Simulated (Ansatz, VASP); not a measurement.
NaF in VASP and in Ansatz

```
Na F
1.0
     0.00000    2.25360    2.32330
     2.25360    0.00000    2.32330
     2.25360    2.25360    0.00000
Na F
1 1
Cartesian
  0.0000 0.0000 0.0000
  2.2536 2.2536 2.3233
```

Change from the starting cell: strain -0.030 along x and y, +0.000 along z, atoms carried along.

Alike in both runs: task single point; functional r2SCAN; k mesh 8 × 8 × 8; occupations gaussian, width 0.05 eV; no spin polarisation.

|  | VASP | Ansatz |
| --- | --- | --- |
| version | VASP 6.6.1 | Ansatz 0.2.0 |
| potentials or method | VASP PAW PBE potentials, release 64 (Na_pv, F), cutoff 520 eV | scalar-relativistic, plane waves, PAW |
| valence electrons in the cell | 14 | 16 |

VASP gave:

```
gap on the k mesh at the Fermi level (eV)                     : 7.47
least direct gap on the mesh (eV)                             : 7.47
pressure (GPa)                                                : 1.0
traceless stress, the component that is largest in VASP (GPa) : -2.17
```

Problem. Estimate Ansatz's values.

Solution. gap on the k mesh at the Fermi level (eV): 7.44; least direct gap on the mesh (eV): 7.44; pressure (GPa): 1.7; traceless stress, the component that is largest in VASP (GPa): -2.14.

VASP's potentials were made for PBE, not for r2SCAN. The functional is the same, so the differences come from potentials, cutoffs and numerics. VASP's potentials hold 14 valence electrons a cell and Ansatz's 16, so a difference there can come from the potentials and not from the codes.
